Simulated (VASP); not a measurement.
# Sn2Ir (Fm-3m) in VASP: further runs

The runs below take Sn2Ir through single point, with LDA.

Program: VASP 6.6.1. These are calculated values, not measurements. Logs are shortened: lines on timing, memory, paths and dates and some standing lists are left out, and cuts for length are marked.

### Step 1. The cell of the first run

The structure is cubic, space group Fm-3m (No. 225). Conventional cell: a = 6.209 Å, b = 6.209 Å, c = 6.209 Å, α = 90.00°, β = 90.00°, γ = 90.00°. Sn (site symmetry -43m) has 4 Ir at 2.69 Å and 6 Sn at 3.10 Å within 3.5 Å. Within 3.5 Å of Ir (site symmetry m-3m) lie 8 Sn at 2.69 Å.

### Step 2. Single point, LDA (volume scaled by 0.94)

INCAR reads:

```
SYSTEM = Sn2Ir
  ALGO = Normal
  EDIFF = 1E-6
  ENCUT = 520
  ISIF = 2
  ISMEAR = -1
  LASPH = .TRUE.
  LCHARG = .FALSE.
  LREAL = .FALSE.
  LWAVE = .FALSE.
  NBANDS = 26
  NELM = 80
  PREC = Accurate
  SIGMA = 0.03
```

KPOINTS reads:

```
k-points
0
G
  10 10 10
  0 0 0
```

POSCAR reads:

```
Sn2Ir
1.0
    0.0000000000      3.1043083785      3.1043083785
    3.1043083785      0.0000000000      3.1043083785
    3.1043083785      3.1043083785      0.0000000000
Sn Ir
2 1
Direct
    0.2500000000      0.2500000000      0.2500000000
    0.7500000000      0.7500000000      0.7500000000
    0.0000000000      0.0000000000      0.0000000000
```

Potentials or basis: VASP PAW LDA potentials, release 64 (Sn_d, Ir).

Run with:

```bash
cat potpaw_LDA.64/Sn_d/POTCAR potpaw_LDA.64/Ir/POTCAR > POTCAR
mpirun -np 1 vasp_std > vasp.out
```

OUTCAR:

```text
SYSTEM = Sn2Ir
   EDIFF = 1E-6
   ENCUT = 520
   ISIF = 2
   ISMEAR = -1
   LASPH = .TRUE.
   LREAL = .FALSE.
   NELM = 80
   PREC = Accurate

 ion  position               nearest neighbor table
   1  0.250  0.250  0.250-   3 2.69   3 2.69   3 2.69   3 2.69   2 3.10   2 3.10   2 3.10   2 3.10
                             2 3.10   2 3.10
   2  0.750  0.750  0.750-   3 2.69   3 2.69   3 2.69   3 2.69   1 3.10   1 3.10   1 3.10   1 3.10
                             1 3.10   1 3.10
   3  0.000  0.000  0.000-   2 2.69   2 2.69   2 2.69   1 2.69   1 2.69   1 2.69   2 2.69   1 2.69

  LATTYP: Found a face centered cubic cell.
 ALAT       =     6.2086167570

  Lattice vectors:

 A1 = (   0.0000000000,   3.1043083785,   3.1043083785)
 A2 = (   3.1043083785,   0.0000000000,   3.1043083785)
 A3 = (   3.1043083785,   3.1043083785,   0.0000000000)

Analysis of symmetry for initial positions (statically):
=====================================================================
 Subroutine PRICEL returns:
 Original cell was already a primitive cell.

 Routine SETGRP: Setting up the symmetry group for a
 face centered cubic supercell.

 Subroutine GETGRP returns: Found 48 space group operations
 (whereof 48 operations were pure point group operations)
 out of a pool of 48 trial point group operations.

The static configuration has the point symmetry O_h .

Analysis of symmetry for dynamics (positions and initial velocities):
=====================================================================
 Subroutine PRICEL returns:
 Original cell was already a primitive cell.

 Routine SETGRP: Setting up the symmetry group for a
 face centered cubic supercell.

 Subroutine GETGRP returns: Found 48 space group operations
 (whereof 48 operations were pure point group operations)
 out of a pool of 48 trial point group operations.

The dynamic configuration has the point symmetry O_h .

 Subroutine INISYM returns: Found 48 space group operations
 (whereof 48 operations are pure point group operations),
 and found     1 'primitive' translations

----------------------------------------------------------------------------------------

                                     Primitive cell

  volume of cell :      59.8308

  direct lattice vectors                    reciprocal lattice vectors
     0.000000000  3.104308378  3.104308378    -0.161066472  0.161066472  0.161066472
     3.104308378  0.000000000  3.104308378     0.161066472 -0.161066472  0.161066472
     3.104308378  3.104308378  0.000000000     0.161066472  0.161066472 -0.161066472

  length of vectors
     4.390155011  4.390155011  4.390155011     0.278975314  0.278975314  0.278975314

  position of ions in fractional coordinates (direct lattice)
     0.250000000  0.250000000  0.250000000
     0.750000000  0.750000000  0.750000000
     0.000000000  0.000000000  0.000000000

  ion indices of the primitive-cell ions
   primitive index   ion index
                 1           1
                 2           2
                 3           3

----------------------------------------------------------------------------------------

 KPOINTS: k-points

Automatic generation of k-mesh.
 Grid dimensions read from file:
 generate k-points for:   10   10   10

 Generating k-lattice:

  Cartesian coordinates                     Fractional coordinates (reciprocal lattice)
    -0.016106647  0.016106647  0.016106647     0.100000000  0.000000000  0.000000000
     0.016106647 -0.016106647  0.016106647     0.000000000  0.100000000  0.000000000
     0.016106647  0.016106647 -0.016106647     0.000000000  0.000000000  0.100000000

  Length of vectors
     0.027897531  0.027897531  0.027897531

  Shift w.r.t. Gamma in fractional coordinates (k-lattice)
     0.000000000  0.000000000  0.000000000

 Subroutine IBZKPT returns following result:
 ===========================================

 Found     47 irreducible k-points:

 Following reciprocal coordinates:
            Coordinates               Weight
  0.000000  0.000000  0.000000      1.000000
  0.100000  0.000000  0.000000      8.000000
  0.200000  0.000000  0.000000      8.000000
  0.300000  0.000000  0.000000      8.000000
  0.400000  0.000000  0.000000      8.000000
  0.500000  0.000000  0.000000      4.000000
[... 16 lines left out ...]
  0.300000  0.300000  0.000000      6.000000
  0.400000  0.300000  0.000000     24.000000
 [... further k-points ...]
   k-points           NKPTS =     47   k-points in BZ     NKDIM =     47   number of bands    NBANDS=     26
   number of dos      NEDOS =    301   number of ions     NIONS =      3
   total plane-waves  NPLWV =  46656
   dimension x,y,z NGX =    36 NGY =   36 NGZ =   36
   dimension x,y,z NGXF=    72 NGYF=   72 NGZF=   72
   ions per type =               2   1
   NGX,Y,Z   is equivalent  to a cutoff of  13.63, 13.63, 13.63 a.u.
   NGXF,Y,Z  is equivalent  to a cutoff of  27.26, 27.26, 27.26 a.u.
 SYSTEM =  Sn2Ir
   PREC   = accura    normal or accurate (medium, high low for compatibility)
   ISTART =      0    job   : 0-new  1-cont  2-samecut
   ICHARG =      2    charge: 1-file 2-atom 10-const
   ISPIN  =      1    spin polarized calculation?
   LNONCOLLINEAR =      F non collinear calculations
   LSORBIT =      F    spin-orbit coupling
   LASPH  =      T    aspherical Exc in radial PAW
   ENCUT  =  520.0 eV  38.22 Ry    6.18 a.u.   8.16  8.16  8.16*2*pi/ulx,y,z
   NELM   =     80;   NELMIN=  2; NELMDL= -5     # of ELM steps
   EDIFF  = 0.1E-05   stopping-criterion for ELM
   LREAL  =      F    real-space projection
   EDIFFG = 0.1E-04   stopping-criterion for IOM
   NSW    =      0    number of steps for IOM
   IBRION =     -1    ionic relax: 0-MD 1-quasi-New 2-CG
   NFREE  =      0    steps in history (QN), initial steepest desc. (CG)
   ISIF   =      2    stress and relaxation
   ISYM   =      2    0-nonsym 1-usesym 2-fastsym
   POTIM  = 0.5000    time-step for ionic-motion
   TEBEG  =    0.0;   TEEND  =   0.0 temperature during run
   PSTRESS=    0.0 pullay stress
   NELECT =      37.0000    total number of electrons
   NUPDOWN=      -1.0000    fix difference up-down
   EMIN   =  10.00;   EMAX   =-10.00  energy-range for DOS
   EFERMI =   0.00;   METHOD = LEGACY
   ISMEAR =    -1;   SIGMA  =   0.03  broadening in eV -4-tet -1-fermi 0-gaus
   EFERMI_NEDOS =   21; number of points for ismear=-14 and -15
   IALGO  =     38    algorithm
   IMIX   =      4    mixing-type and parameters
     AMIX     =   0.40;   BMIX     =  1.00
     AMIX_MAG =   1.60;   BMIX_MAG =  1.00
  volume/ion in A,a.u.               =      19.94       134.59
  Fermi-wavevector in a.u.,A,eV,Ry     =   1.394763  2.635721 26.468298  1.945365
  Thomas-Fermi vector in A             =   2.518281
   LORBIT       =      0    0 simple, 1 ext, 2 COOP (PROOUT), +10 PAW based schemes
   GGA     = CA    functional components
   LHFCALC =     F    Hartree Fock is set to
   AEXX    =    0.0000 exact exchange contribution
   IVDW    =     0    specifies the selected vdW correction
   LEPSILON=     F    determine dielectric tensor
   LRPA    =     F    only Hartree local field effects (RPA)
 non-spin polarized calculation
  energy-cutoff  :      520.00
  volume of cell :       59.83
 maximum number of plane-waves:      1639
 NGX is ok and might be reduce to    36
   NGX = 17   NGY = 17   NGZ = 17

 number of electron      36.9999995 magnetization

 Free energy of the ion-electron system (eV)
  ---------------------------------------------------
  ext. energy  EPLUGINS =         0.00000000
  ---------------------------------------------------
  free energy    TOTEN  =       -20.18752793 eV

  energy without entropy =      -20.18261966  energy(sigma->0) =      -20.18507379

 E-fermi :   9.6906     XC(G=0): -11.9209

 val. band max:        9.6831239024   @ k =   0.5000   0.2000   0.1000
 cond. band min:       9.7753217435   @ k =   0.3000   0.2000   0.0000
 fundamental gap:      0.0921978411
 Fermi energy:         9.6905623537

 k-point     1 :       0.0000    0.0000    0.0000
  band No.  band energies     occupation
      1     -11.8638      2.00000
      2     -11.8638      2.00000
      3     -11.7197      2.00000
      4     -11.7197      2.00000
      5     -11.7197      2.00000
      6     -11.5209      2.00000
[... 18 lines left out ...]
     25      14.3301      0.00000
     26      14.3301      0.00000

 k-point     2 :       0.1000    0.0000    0.0000
  band No.  band energies     occupation
      1     -11.8516      2.00000
      2     -11.8516      2.00000
      3     -11.7189      2.00000
      4     -11.7147      2.00000
      5     -11.7147      2.00000
      6     -11.5255      2.00000
[... 18 lines left out ...]
     25      14.9688      0.00000
     26      14.9688      0.00000

 k-point     3 :       0.2000    0.0000    0.0000
  band No.  band energies     occupation
      1     -11.8163      2.00000
      2     -11.8163      2.00000
      3     -11.7138      2.00000
      4     -11.7003      2.00000
      5     -11.7003      2.00000
      6     -11.5388      2.00000
[... 18 lines left out ...]
     25      15.9961      0.00000
     26      15.9961      0.00000

 k-point     4 :       0.3000    0.0000    0.0000
  band No.  band energies     occupation
      1     -11.7612      2.00000
      2     -11.7612      2.00000
      3     -11.6987      2.00000
      4     -11.6780      2.00000
      5     -11.6780      2.00000
      6     -11.5598      2.00000
[... 18 lines left out ...]
     25      17.1332      0.00000
     26      17.1332      0.00000
[... 496 lines left out ...]
      1     -11.8002      2.00000
      2     -11.7098      2.00000
      3     -11.6982      2.00000
      4     -11.6818      2.00000
      5     -11.6497      2.00000
      6     -11.5903      2.00000
[... 18 lines left out ...]
     25      16.3636      0.00000
     26      19.6190      0.00000

 k-point    23 :       0.3000    0.3000    0.0000
  band No.  band energies     occupation
      1     -11.8449      2.00000
      2     -11.7538      2.00000
      3     -11.6640      2.00000
      4     -11.6560      2.00000
      5     -11.6560      2.00000
      6     -11.5832      2.00000
[... 18 lines left out ...]
     25      19.5896      0.00000
     26      19.5917      0.00000

 k-point    24 :       0.4000    0.3000    0.0000
  band No.  band energies     occupation
      1     -11.8301      2.00000
      2     -11.7540      2.00000
      3     -11.6398      2.00000
      4     -11.6390      2.00000
      5     -11.6340      2.00000
      6     -11.6161      2.00000
[... 18 lines left out ...]
     25      19.8792      0.00000
     26      20.1351      0.00000

 [... further k-points ...]
[... 5 lines left out ...]
  --------------------------------------------------------------------------------------
  -------------------------------------------------------------------------------------
  Total        2.7674036      2.7674036      2.7674036      0.0000000     -0.0000000      0.0000000
  in kB       74.1068776     74.1068776     74.1068776      0.0000000     -0.0000000      0.0000000
  external PRESSURE =      74.1068776 kB  Pullay stress =       0.0000000 kB

 VOLUME and BASIS-vectors are now :
 -----------------------------------------------------------------------------
  energy-cutoff  :      520.00
  volume of cell :       59.83
      direct lattice vectors                 reciprocal lattice vectors
     0.000000000  3.104308378  3.104308378    -0.161066472  0.161066472  0.161066472
     3.104308378  0.000000000  3.104308378     0.161066472 -0.161066472  0.161066472
     3.104308378  3.104308378  0.000000000     0.161066472  0.161066472 -0.161066472

 POSITION                                       TOTAL-FORCE (eV/Angst)
 -----------------------------------------------------------------------------------
      1.55215      1.55215      1.55215         0.000000      0.000000      0.000000
      4.65646      4.65646      4.65646        -0.000000     -0.000000     -0.000000
      0.00000      0.00000      0.00000        -0.000000      0.000000     -0.000000
 -----------------------------------------------------------------------------------
    total drift:                                0.000000      0.000000      0.000000

  FREE ENERGIE OF THE ION-ELECTRON SYSTEM (eV)
  ---------------------------------------------------
  free  energy   TOTEN  =       -20.1875279250 eV

  energy  without entropy=      -20.1826196628  energy(sigma->0) =      -20.18507379
```

Wall time 74 s (1 thread of AMD EPYC 7R43 (Zen 3), shared host); peak memory 0.17 GiB.

Results:

- Free energy: -20.1875 eV
- Pressure: 7.4 GPa

Caveat: spin-orbit coupling is left out, which moves the levels of the heavy elements.

### Step 3. Single point, LDA (volume scaled by 0.98)

INCAR reads:

```
SYSTEM = Sn2Ir
PREC = Accurate
ENCUT = 520
EDIFF = 1E-7
ISMEAR = -1
SIGMA = 0.03
LREAL = .False.
LASPH = .True.
NELM = 60
ALGO = Normal
ISIF = 2
LWAVE = .False.
LCHARG = .True.
LELF = .True.
LVHAR = .True.
NBANDS = 26
```

KPOINTS reads:

```
regular mesh
0
Gamma
  10 10 10
  0 0 0
```

POSCAR reads:

```
Sn2Ir
1.0
    0.0000000000      3.1477309028      3.1477309028
    3.1477309028      0.0000000000      3.1477309028
    3.1477309028      3.1477309028      0.0000000000
Sn Ir
2 1
Direct
    0.2500000000      0.2500000000      0.2500000000
    0.7500000000      0.7500000000      0.7500000000
    0.0000000000      0.0000000000      0.0000000000
```

Potentials or basis: VASP PAW LDA potentials, release 64 (Sn_d, Ir).

Run with:

```bash
cat potpaw_LDA.64/Sn_d/POTCAR potpaw_LDA.64/Ir/POTCAR > POTCAR
mpirun -np 1 vasp_std > vasp.out
```

Wall time 80 s (1 thread of AMD EPYC 7R43 (Zen 3), shared host); peak memory 0.18 GiB.

It converged, with:

```yaml
Free_energy: -20.2532 eV
Pressure: 0.9 GPa
```

Levels at points of the mesh, in eV from the Fermi level:
```tsv
k point	band 16	band 17	band 18	band 19	band 20	band 21	band 22	band 23
(0.00, 0.00, 0.00)	-2.19	-2.19	3.67	3.67	3.67	4.00	4.00	4.00
(0.50, 0.00, 0.00)	-2.12	-2.12	-0.05	-0.05	1.28	2.69	4.25	4.25
(0.50, 0.50, 0.00)	-2.57	-2.57	-2.21	-2.04	1.34	3.39	8.28	8.28
```

Caveat: spin-orbit coupling is left out, which moves the levels of the heavy elements.

### Step 4. Single point, LDA (volume scaled by 1.01)

INCAR reads:

```
ALGO = Normal
EDIFF = 1E-6
ENCUT = 520
ISIF = 2
ISMEAR = -1
LASPH = True
LCHARG = True
LELF = True
LREAL = False
LVHAR = True
LWAVE = False
NBANDS = 26
NELM = 100
PREC = Accurate
SIGMA = 0.03
```

KPOINTS reads:

```
k-points
0
Gamma
  10 10 10
```

POSCAR reads:

```
Sn2Ir
1.0
    0.0000000000      3.1795283165      3.1795283165
    3.1795283165      0.0000000000      3.1795283165
    3.1795283165      3.1795283165      0.0000000000
Sn Ir
2 1
Direct
    0.2500000000      0.2500000000      0.2500000000
    0.7500000000      0.7500000000      0.7500000000
    0.0000000000      0.0000000000      0.0000000000
```

Run with:

```bash
cat potpaw_LDA.64/Sn_d/POTCAR potpaw_LDA.64/Ir/POTCAR > POTCAR
mpirun -np 1 vasp_std > vasp.out
```

Wall time 77 s (1 thread of AMD EPYC 7R43 (Zen 3), shared host); peak memory 0.18 GiB.

It converged, with:

- Free energy: -20.2408 eV
- Pressure: -3.1 GPa

Levels at points of the mesh, in eV from the Fermi level:
```csv
k point,band 16,band 17,band 18,band 19,band 20,band 21,band 22,band 23
"(0.00, 0.00, 0.00)",-2.09,-2.09,3.58,3.58,3.58,3.88,3.88,3.88
"(0.50, 0.00, 0.00)",-2.02,-2.02,-0.03,-0.03,1.25,2.48,4.13,4.13
"(0.50, 0.50, 0.00)",-2.47,-2.47,-2.13,-1.93,1.22,3.34,8.04,8.04
```

Caveat: spin-orbit coupling is left out, which moves the levels of the heavy elements.

(Part 1 of 2 ends here.)
